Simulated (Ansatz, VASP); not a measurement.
# One calculation of Al, two programs

The input INCAR:

```
ALGO = Fast
EDIFF = 1E-6
ENCUT = 520
GGA = PS
ISIF = 2
ISMEAR = 0
LASPH = True
LCHARG = False
LREAL = False
LWAVE = False
NBANDS = 10
NELM = 80
PREC = Accurate
SIGMA = 0.15
```

The input KPOINTS:

```
k-points
0
Gamma
  24 24 14
```

The input POSCAR:

```
Al
1.0
    2.9213219352      0.0000000000      0.0000000000
   -1.4606609676      2.5299390086      0.0000000000
    0.0000000000      0.0000000000      4.4054504657
Al
2
Direct
    0.6666666667      0.3333333333      0.7500000000
    0.3333333333      0.6666666667      0.2500000000
```

Input for Ansatz:

```yaml
crystal:
  lattice:
    - [2.9213219352, 0.0, 0.0]
    - [-1.4606609676, 2.5299390086, 0.0]
    - [0.0, 0.0, 4.4054504657]
  atoms:
    - { symbol: Al, position: [0.6666666667, 0.3333333333, 0.75] }
    - { symbol: Al, position: [0.3333333333, 0.6666666667, 0.25] }
basis:
  ecutwfc: 420
kpoints:
  mp_grid: { grid: [24, 24, 14] }
hamiltonian:
  xc: pbesol
scf:
  occupations: { method: gaussian, width: 0.15 }
output:
  forces: true
  stress: true
  eigenvalues: true
```

Change from the starting cell: strain +0.025 along x and y, -0.050 along z, atoms carried along.

Alike in both runs: task single point; functional PBEsol; k mesh 24 × 24 × 14; occupations gaussian, width 0.15 eV; no spin polarisation.

```csv
,VASP,Ansatz
version,VASP 6.6.1,Ansatz 0.2.0
potentials or method,"VASP PAW PBE potentials, release 64 (Al), cutoff 520 eV","scalar-relativistic, plane waves, PAW"
valence electrons in the cell,6,6
```

Ansatz gave:

* gap on the k mesh at the Fermi level (eV): none
* pressure (GPa): 0.8
* traceless stress, the component that is largest in VASP (GPa): 4.21

**Question.** Which values does VASP return?

**Answer.** gap on the k mesh at the Fermi level (eV): none; pressure (GPa): 0.8; traceless stress, the component that is largest in VASP (GPa): 4.24.

VASP's potentials were made for PBE, not for PBEsol. A gap of «none» marks a metal or a gap that the smearing closes. With one functional, cell and mesh, what is left measures potentials, basis and numerics.
